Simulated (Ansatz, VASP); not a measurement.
**Two plane-wave programs on KI**

```
K I
1.0
     0.00000    3.52455    3.52455
     3.52455    0.00000    3.52455
     3.52455    3.52455    0.00000
K I
1 1
Direct
  0.00000 0.00000 0.00000
  0.47872 0.47872 0.52128
```

Change from the starting cell: all I atoms moved +0.150 Å, as atom 2 towards its neighbour atom 1 (K) at 3.525 Å.

Alike in both runs: task single point; functional r2SCAN; k mesh 6 × 6 × 6; occupations gaussian, width 0.05 eV; no spin polarisation.

|  | VASP | Ansatz |
| --- | --- | --- |
| version | VASP 6.6.1 | Ansatz 0.2.0 |
| potentials or method | VASP PAW PBE potentials, release 64 (K_sv, I), cutoff 520 eV | scalar-relativistic, plane waves, PAW |
| valence electrons in the cell | 16 | 26 |

Ansatz gave:

- gap on the k mesh at the Fermi level (eV): 4.63
- least direct gap on the mesh (eV): 4.63
- pressure (GPa): 0.3
- traceless stress, the component that is largest in VASP (GPa): 0.25
- rms of the force components (eV/Å): 0.112

Question: Estimate VASP's values.

Answer: gap on the k mesh at the Fermi level (eV): 4.63; least direct gap on the mesh (eV): 4.63; pressure (GPa): 0.3; traceless stress, the component that is largest in VASP (GPa): 0.25; rms of the force components (eV/Å): 0.113.

VASP's potentials were made for PBE, not for r2SCAN. Atom by atom the forces differ by 0.001 eV/Å (rms over components). VASP's potentials hold 16 valence electrons a cell and Ansatz's 26, so a difference there can come from the potentials and not from the codes.

Neither program's run includes spin-orbit coupling.
